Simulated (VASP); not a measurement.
Wanted: the native input for a VASP 6.6.1 run.

```yaml
Task: relaxation of cell and atoms
Functional: PBE
Potentials_or_basis: VASP PAW PBE potentials, release 64 (Mg)
Cutoff: 600 eV
k_mesh: 9 × 9 × 5
Occupations: methfessel-paxton, width 0.1 eV
Spin: no spin polarisation
Target_pressure: 20 GPa
Dipole_correction: no
Further_INCAR_settings: ALGO = Normal; EDIFF = 1e-07; IBRION = 2; EDIFFG = -0.02; NSW = 50; ISIF = 3
```

The structure of Mg lies in POSCAR:

```
Mg
1.0
    3.2093000000      0.0000000000      0.0000000000
   -1.6046500000      2.7793353284      0.0000000000
    0.0000000000      0.0000000000      5.2103000000
Mg
2
Direct
    0.3333330000      0.6666670000      0.2500000000
    0.6666670000      0.3333330000      0.7500000000
```

These files were run (other wordings do the same):

INCAR

```
PREC = Accurate
ENCUT = 600
EDIFF = 1E-7
ISMEAR = 1
SIGMA = 0.1
LREAL = False
LASPH = True
NELM = 120
ALGO = Normal
ISIF = 3
LWAVE = False
LCHARG = False
GGA = PE
IBRION = 2
NSW = 50
EDIFFG = -0.02
PSTRESS = 200.0
GGA_COMPAT = False
NELMIN = 4
```

KPOINTS

```
regular mesh
0
Gamma
  9 9 5
```

Potentials or basis: VASP PAW PBE potentials, release 64 (Mg).

Launch:

```sh
$ cat potpaw_PBE.64/Mg/POTCAR > POTCAR
$ mpirun -np 1 vasp_std > vasp.out
```

Results of the run:

```yaml
Relaxed_volume: 16.93 Å³/atom
Relaxed_cell: a = 2.884 Å, b = 2.884 Å, c = 4.702 Å, α = 90.00°, β = 90.00°, γ = 120.00°
Space_group_after_relaxing_to_0.05_Å: P6_3/mmc (No. 194)
Energy_change_on_relaxing_the_enthalpy_is_what_falls: +286.6 meV/atom
Ionic_steps: 6
Pressure_after_relaxing: 20.0 GPa
Band_gap_on_the_k_mesh: zero (band 2 reaches 5.37 eV, above the bottom of band 3 at 3.17 eV)
```

Caveat: the cell is relaxed towards a set pressure, so the enthalpy falls and the energy may rise; the volume moved by over 15 % at a fixed basis, so the end points are rough.

It took 28 s on 1 thread of Intel(R) Xeon(R) 6975P-C (Granite Rapids), with other jobs on the host, peak memory 0.19 GiB.
